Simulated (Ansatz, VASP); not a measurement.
Mg: VASP beside Ansatz

```
CELL_PARAMETERS angstrom
3.29432 0.00000 0.00000
-1.64716 2.85297 0.00000
0.00000 0.00000 3.28842
ATOMIC_POSITIONS crystal
Mg 0.00000 0.00000 0.00000
```

Change from the starting cell: strain +0.080 along x and y, +0.080 along z, atoms carried along.

Alike in both runs: task single point; functional PBE; k mesh 18 × 18 × 16; occupations gaussian, width 0.15 eV; no spin polarisation.

```csv
,VASP,Ansatz
version,VASP 6.6.1,Ansatz 0.2.0
potentials or method,"VASP PAW PBE potentials, release 64 (Mg), cutoff 520 eV","scalar-relativistic, plane waves, PAW"
valence electrons in the cell,2,10
```

VASP gave:

```
gap on the k mesh at the Fermi level (eV)                     : none
pressure (GPa)                                                : -3.6
traceless stress, the component that is largest in VASP (GPa) : 0.74
```

Q: What did Ansatz give for the same quantities?

A: gap on the k mesh at the Fermi level (eV): none; pressure (GPa): -3.5; traceless stress, the component that is largest in VASP (GPa): 0.72.

A gap of «none» marks a metal or a gap that the smearing closes. With one functional, cell and mesh, what is left measures potentials, basis and numerics. VASP's potentials hold 2 valence electrons a cell and Ansatz's 10, so a difference there can come from the potentials and not from the codes.
